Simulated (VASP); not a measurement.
# BAs (F-43m) in VASP: notebook

Aim: see how the results for BAs move with the level of theory and the settings. Levels: revPBE+D3(BJ), PBE+D4, r2SCAN. Tasks: relaxation of cell and atoms.

Program: VASP 6.6.1. These are calculated values, not measurements. Logs are shortened: lines on timing, memory, paths and dates and some standing lists are left out, and cuts for length are marked.

## Step 1: The cell of the first run

Symmetry: F-43m, No. 216, cubic system. Conventional cell: a = 4.777 Å, b = 4.777 Å, c = 4.777 Å, α = 90.00°, β = 90.00°, γ = 90.00°. Within 2.7 Å of B (site symmetry -43m) lie 4 As at 2.07 Å. As (site symmetry -43m) has 4 B at 2.07 Å within 2.7 Å.

## Step 2: Relaxation of cell and atoms, revPBE+D3(BJ)

INCAR reads:

```
ALGO = Normal
EDIFF = 1E-7
EDIFFG = -0.02
ENCUT = 600
GGA = RE
IBRION = 2
ISIF = 3
ISMEAR = 0
IVDW = 12
LASPH = T
LCHARG = F
LREAL = F
LWAVE = F
NELM = 100
NSW = 50
PREC = Accurate
SIGMA = 0.01
```

KPOINTS reads:

```
k-points
0
Gamma
  8 8 8
```

POSCAR reads:

```
BAs
1.0
    0.0000000000      2.3885000000      2.3885000000
    2.3885000000      0.0000000000      2.3885000000
    2.3885000000      2.3885000000      0.0000000000
B As
1 1
Direct
    0.0000000000      0.0000000000      0.0000000000
    0.2500000000      0.2500000000      0.2500000000
```

Potentials or basis: VASP PAW PBE potentials, release 64 (B, As).

Command:

```
$ cat potpaw_PBE.64/B/POTCAR potpaw_PBE.64/As/POTCAR > POTCAR
$ mpirun -np 1 vasp_std > vasp.out
```

OUTCAR:

```text
EDIFF = 1E-7
   EDIFFG = -0.02
   ENCUT = 600
   GGA = RE
   IBRION = 2
   ISIF = 3
   ISMEAR = 0
   IVDW = 12
   LASPH = T
   LREAL = F
   NELM = 100
   NSW = 50
   PREC = Accurate
 IVDW          = 12

 ion  position               nearest neighbor table
   1  0.000  0.000  0.000-   2 2.07   2 2.07   2 2.07   2 2.07
   2  0.250  0.250  0.250-   1 2.07   1 2.07   1 2.07   1 2.07

  LATTYP: Found a face centered cubic cell.
 ALAT       =     4.7770000000

  Lattice vectors:

 A1 = (   0.0000000000,   2.3885000000,   2.3885000000)
 A2 = (   2.3885000000,   0.0000000000,   2.3885000000)
 A3 = (   2.3885000000,   2.3885000000,   0.0000000000)

Analysis of symmetry for initial positions (statically):
=====================================================================
 Subroutine PRICEL returns:
 Original cell was already a primitive cell.

 Routine SETGRP: Setting up the symmetry group for a
 face centered cubic supercell.

 Subroutine GETGRP returns: Found 24 space group operations
 (whereof 24 operations were pure point group operations)
 out of a pool of 48 trial point group operations.

The static configuration has the point symmetry T_d .

Analysis of symmetry for dynamics (positions and initial velocities):
=====================================================================
 Subroutine PRICEL returns:
 Original cell was already a primitive cell.

 Routine SETGRP: Setting up the symmetry group for a
 face centered cubic supercell.

 Subroutine GETGRP returns: Found 24 space group operations
 (whereof 24 operations were pure point group operations)
 out of a pool of 48 trial point group operations.

The dynamic configuration has the point symmetry T_d .

 Subroutine INISYM returns: Found 24 space group operations
 (whereof 24 operations are pure point group operations),
 and found     1 'primitive' translations

----------------------------------------------------------------------------------------

                                     Primitive cell

  volume of cell :      27.2525

  direct lattice vectors                    reciprocal lattice vectors
     0.000000000  2.388500000  2.388500000    -0.209336404  0.209336404  0.209336404
     2.388500000  0.000000000  2.388500000     0.209336404 -0.209336404  0.209336404
     2.388500000  2.388500000  0.000000000     0.209336404  0.209336404 -0.209336404

  length of vectors
     3.377849094  3.377849094  3.377849094     0.362581287  0.362581287  0.362581287

  position of ions in fractional coordinates (direct lattice)
     0.000000000  0.000000000  0.000000000
     0.250000000  0.250000000  0.250000000

  ion indices of the primitive-cell ions
[... 67 lines left out ...]
   ISTART =      0    job   : 0-new  1-cont  2-samecut
   ICHARG =      2    charge: 1-file 2-atom 10-const
   ISPIN  =      1    spin polarized calculation?
   LNONCOLLINEAR =      F non collinear calculations
   LSORBIT =      F    spin-orbit coupling
   LASPH  =      T    aspherical Exc in radial PAW
   ENCUT  =  600.0 eV  44.10 Ry    6.64 a.u.   6.75  6.75  6.75*2*pi/ulx,y,z
   NELM   =    100;   NELMIN=  2; NELMDL= -5     # of ELM steps
   EDIFF  = 0.1E-06   stopping-criterion for ELM
   LREAL  =      F    real-space projection
   EDIFFG = -.2E-01   stopping-criterion for IOM
   NSW    =     50    number of steps for IOM
   IBRION =      2    ionic relax: 0-MD 1-quasi-New 2-CG
   NFREE  =      1    steps in history (QN), initial steepest desc. (CG)
   ISIF   =      3    stress and relaxation
   ISYM   =      2    0-nonsym 1-usesym 2-fastsym
   POTIM  = 0.5000    time-step for ionic-motion
   TEBEG  =    0.0;   TEEND  =   0.0 temperature during run
   PSTRESS=    0.0 pullay stress
   NELECT =       8.0000    total number of electrons
   NUPDOWN=      -1.0000    fix difference up-down
   EMIN   =  10.00;   EMAX   =-10.00  energy-range for DOS
   EFERMI =   0.00;   METHOD = LEGACY
   ISMEAR =     0;   SIGMA  =   0.01  broadening in eV -4-tet -1-fermi 0-gaus
   EFERMI_NEDOS =   21; number of points for ismear=-14 and -15
   IALGO  =     38    algorithm
   IMIX   =      4    mixing-type and parameters
     AMIX     =   0.40;   BMIX     =  1.00
     AMIX_MAG =   1.60;   BMIX_MAG =  1.00
  volume/ion in A,a.u.               =      13.63        91.95
  Fermi-wavevector in a.u.,A,eV,Ry     =   1.088018  2.056057 16.106360  1.183784
  Thomas-Fermi vector in A             =   2.224191
   LORBIT       =      0    0 simple, 1 ext, 2 COOP (PROOUT), +10 PAW based schemes
   GGA     = RE    functional components
   LHFCALC =     F    Hartree Fock is set to
   AEXX    =    0.0000 exact exchange contribution
   IVDW    =    12    specifies the selected vdW correction
   LEPSILON=     F    determine dielectric tensor
   LRPA    =     F    only Hartree local field effects (RPA)
 conjugate gradient relaxation of ions
 non-spin polarized calculation
 Gauss-broadening in eV      SIGMA  =   0.01
  energy-cutoff  :      600.00
  volume of cell :       27.25
 maximum number of plane-waves:       941
   NGX = 13   NGY = 13   NGZ = 13

--------------------------------------- Ionic step        1  -------------------------------------------

 number of electron       8.0000000 magnetization

 Free energy of the ion-electron system (eV)
  ---------------------------------------------------
  ext. energy  EPLUGINS =         0.00000000
  ---------------------------------------------------
  free energy    TOTEN  =       -10.84746910 eV

  energy without entropy =      -10.84746910  energy(sigma->0) =      -10.84746910

------------------------ aborting loop because EDIFF is reached ----------------------------------------

 Edisp (eV)   -1.30285

 E8    (eV) :    -0.8767
[... 71 lines left out ...]
--------------------------------------- Ionic step        3  -------------------------------------------

 number of electron       8.0000000 magnetization

 Free energy of the ion-electron system (eV)
  ---------------------------------------------------
  ext. energy  EPLUGINS =         0.00000000
  ---------------------------------------------------
  free energy    TOTEN  =       -10.82798221 eV

  energy without entropy =      -10.82798221  energy(sigma->0) =      -10.82798221

 E-fermi :   6.5086     XC(G=0): -10.6010

 val. band max:        6.3990884688   @ k =   0.0000   0.0000   0.0000
 cond. band min:       7.5892870073   @ k =   0.3750   0.3750   0.0000
 fundamental gap:      1.1901985386
 Fermi energy:         6.5085953641

 k-point     1 :       0.0000    0.0000    0.0000
  band No.  band energies     occupation
      1      -9.1682      2.00000
      2       6.3991      2.00000
      3       6.3991      2.00000
      4       6.3991      2.00000
      5       9.6951      0.00000
      6       9.6951      0.00000
      7       9.6951      0.00000
      8      11.3242      0.00000
[... 243 lines left out ...]
 k-point    24 :      -0.3750    0.2500    0.1250
  band No.  band energies     occupation
      1      -5.6398      2.00000
      2      -2.0192      2.00000
      3       1.7674      2.00000
      4       3.2643      2.00000
      5      10.4166      0.00000
      6      11.2188      0.00000
      7      13.9746      0.00000
      8      15.5603      0.00000

 [... further k-points ...]

------------------------ aborting loop because EDIFF is reached ----------------------------------------

 Edisp (eV)   -1.32589

 E8    (eV) :    -0.8921
[... 25 lines left out ...]
  FREE ENERGIE OF THE ION-ELECTRON SYSTEM (eV)
  ---------------------------------------------------
  free  energy   TOTEN  =       -12.1538702948 eV

  energy  without entropy=      -12.1538702948  energy(sigma->0) =      -12.15387029

 reached required accuracy - stopping structural energy minimisation
```

It took 31 s on 1 thread of Intel Xeon Platinum 8259CL at 2.50GHz (Skylake/Cascade Lake), shared host; peak memory 0.17 GiB.

Results:

```
Free energy                            : -12.1539 eV
Relaxed volume                         : 13.39 Å³/atom
Relaxed cell                           : a = 3.358 Å, b = 3.358 Å, c = 3.358 Å, α = 60.00°, β = 60.00°, γ = 60.00°
Space group after relaxing (to 0.05 Å) : F-43m (No. 216)
Energy gained by relaxing              : 1.8 meV/atom
Ionic steps                            : 3
Pressure after relaxing                : 0.0 GPa
Band gap on the k mesh                 : 1.19 eV, indirect (least direct gap 3.30 eV)
Dispersion energy per atom             : -0.663 eV
```

Step by step:
```
step  energy change (eV)  largest force (eV/Å)  pressure (GPa)  volume (Å³)
   1              0.0000                0.0000           -2.38        27.25
   2             -0.0018                0.0000            1.79        26.46
   3             -0.0035                0.0000            0.01        26.78
```

Final structure:
```
B As
1.0
     0.00000    2.37473    2.37473
     2.37473    0.00000    2.37473
     2.37473    2.37473    0.00000
B As
1 1
Direct
  0.00000 0.00000 0.00000
  0.25000 0.25000 0.25000
```

Caveat: the PAW data sets were made with another functional, which shifts forces and pressure a little. A k mesh can miss the band edges.

## Step 3: Relaxation of cell and atoms, PBE+D4

INCAR reads:

```
PREC     = Accurate       # precision mode
ENCUT    = 600            # plane-wave cutoff, eV
EDIFF    = 1E-7           # SCF threshold, eV
ISMEAR   = 0              # smearing method
SIGMA    = 0.01           # smearing width, eV
LREAL    = False          # projectors in reciprocal space
LASPH    = True           # aspherical terms in the spheres
NELM     = 60             # most SCF steps
ALGO     = Normal         # electronic algorithm
ISIF     = 3              # what is computed and relaxed
LWAVE    = False          # write WAVECAR
LCHARG   = False          # write CHGCAR
GGA      = PE             # functional
IVDW     = 13             # dispersion correction
IBRION   = 2              # ionic algorithm
NSW      = 50             # ionic steps
EDIFFG   = -0.02          # ionic threshold
```

KPOINTS reads:

```
Automatic mesh
0
Gamma
  8 8 8
```

POSCAR is that of step 2.

Potentials or basis: VASP PAW PBE potentials, release 64 (B, As).

Command:

```
$ cat potpaw_PBE.64/B/POTCAR potpaw_PBE.64/As/POTCAR > POTCAR
$ mpirun -np 1 vasp_std > vasp.out
```

Wall time 29 s (1 thread of Intel Xeon Platinum 8259CL at 2.50GHz (Skylake/Cascade Lake), shared host); peak memory 0.16 GiB.

Results (log left out):

```yaml
Free_energy: -12.1570 eV
Relaxed_volume: 13.53 Å³/atom
Relaxed_cell: a = 3.370 Å, b = 3.370 Å, c = 3.370 Å, α = 60.00°, β = 60.00°, γ = 60.00°
Space_group_after_relaxing_to_0.05_Å: F-43m (No. 216)
Energy_gained_by_relaxing: 0.3 meV/atom
Ionic_steps: 3
Pressure_after_relaxing: 0.0 GPa
Band_gap_on_the_k_mesh: 1.18 eV, indirect (least direct gap 3.29 eV)
Dispersion_energy_per_atom: -0.378 eV
```

The path:
```csv
step,energy change (eV),largest force (eV/Å),pressure (GPa),volume (Å³)
1,0.0000,0.0000,-0.98,27.25
2,-0.0003,0.0000,0.71,26.93
3,-0.0006,0.0000,0.01,27.06
```

Final structure:
```
B As
1.0
     0.00000    2.38286    2.38286
     2.38286    0.00000    2.38286
     2.38286    2.38286    0.00000
B As
1 1
Direct
  0.00000 0.00000 0.00000
  0.25000 0.25000 0.25000
```

Levels at points of the mesh, in eV from the valence-band top:
| k point | band 1 | band 2 | band 3 | band 4 | band 5 | band 6 | band 7 | band 8 |
| --- | --- | --- | --- | --- | --- | --- | --- | --- |
| (0.00, 0.00, 0.00) | -15.47 | 0.00 | 0.00 | 0.00 | 3.29 | 3.29 | 3.29 | 4.78 |
| (0.50, 0.00, 0.00) | -12.57 | -8.84 | -1.83 | -1.83 | 2.73 | 4.79 | 4.79 | 8.88 |
| (0.50, 0.50, 0.00) | -11.24 | -8.57 | -4.11 | -4.11 | 1.42 | 1.43 | 11.43 | 11.43 |

A k mesh can miss the band edges.

## Step 4: Relaxation of cell and atoms, r2SCAN

POSCAR is that of step 3.

INCAR.step1 reads:

```
PREC = Accurate
ENCUT = 600
ISMEAR = 0
SIGMA = 0.01
LREAL = False
LASPH = True
NELM = 100
GGA = PE
ALGO = Normal
EDIFF = 1E-4
LWAVE = True
LCHARG = False
```

INCAR.step2 reads:

```
PREC = Accurate
ENCUT = 600
EDIFF = 1E-6
ISMEAR = 0
SIGMA = 0.01
LREAL = False
LASPH = True
NELM = 100
ALGO = Normal
ISIF = 3
LWAVE = False
LCHARG = False
METAGGA = R2SCAN
LMIXTAU = True
IBRION = 2
NSW = 50
EDIFFG = -0.02
ISTART = 1
```

KPOINTS reads:

```
regular mesh
0
Gamma
  8 8 8
```

Command:

```
$ cat potpaw_PBE.64/B/POTCAR potpaw_PBE.64/As/POTCAR > POTCAR
$ cp INCAR.step1 INCAR
$ mpirun -np 1 vasp_std > vasp.out
$ cp INCAR.step2 INCAR
$ mpirun -np 1 vasp_std > vasp.out
```

It took 84 s on 1 thread of Intel Xeon Platinum 8259CL at 2.50GHz (Skylake/Cascade Lake), shared host; peak memory 0.17 GiB.

Results (log left out):

```
Free energy                            : -22.2554 eV
Relaxed volume                         : 13.71 Å³/atom
Relaxed cell                           : a = 3.384 Å, b = 3.384 Å, c = 3.384 Å, α = 60.00°, β = 60.00°, γ = 60.00°
Space group after relaxing (to 0.05 Å) : F-43m (No. 216)
Energy gained by relaxing              : 0.2 meV/atom
Ionic steps                            : 3
Pressure after relaxing                : 0.0 GPa
Band gap on the k mesh                 : 1.39 eV, indirect (least direct gap 3.44 eV)
```

Step by step:
```tsv
step	energy change (eV)	largest force (eV/Å)	pressure (GPa)	volume (Å³)
1	0.0000	0.0000	0.86	27.25
2	-0.0002	0.0000	-0.65	27.54
3	-0.0004	0.0000	0.01	27.41
```

Final structure:
```yaml
crystal:
  lattice:
    - [0.00000, 2.39318, 2.39318]
    - [2.39318, 0.00000, 2.39318]
    - [2.39318, 2.39318, 0.00000]
  atoms:
    - { symbol: B, position: [0.00000, 0.00000, 0.00000] }
    - { symbol: As, position: [0.25000, 0.25000, 0.25000] }
```

Levels at points of the mesh, in eV from the valence-band top:
```csv
k point,band 1,band 2,band 3,band 4,band 5,band 6,band 7,band 8
"(0.00, 0.00, 0.00)",-16.10,0.00,0.00,0.00,3.44,3.44,3.44,5.07
"(0.50, 0.00, 0.00)",-13.10,-9.20,-1.93,-1.93,2.94,5.05,5.05,9.56
"(0.50, 0.50, 0.00)",-11.67,-9.03,-4.28,-4.28,1.62,1.70,12.10,12.10
```

Caveat: the PAW data sets were made with another functional, which shifts forces and pressure a little.

## Step 5: Summary

| level | gap on the mesh (eV) | pressure (GPa) | relaxed volume (Å³/atom) |
| --- | --- | --- | --- |
| revPBE+D3(BJ) | 1.19 | 0.0 | 13.39 |
| PBE+D4 | 1.18 | 0.0 | 13.53 |
| r2SCAN | 1.39 | 0.0 | 13.71 |

Alike in all rows: task relaxation of cell and atoms; potentials or basis VASP PAW PBE potentials, release 64 (B, As); no spin polarisation; cell relaxed; k mesh 8 × 8 × 8; cutoff (eV) 600; smearing gaussian 0.01 eV.

Caveats: the PAW data sets were made with another functional, which shifts forces and pressure a little (some runs).

Absolute energies hang on the potentials; compare differences alone.
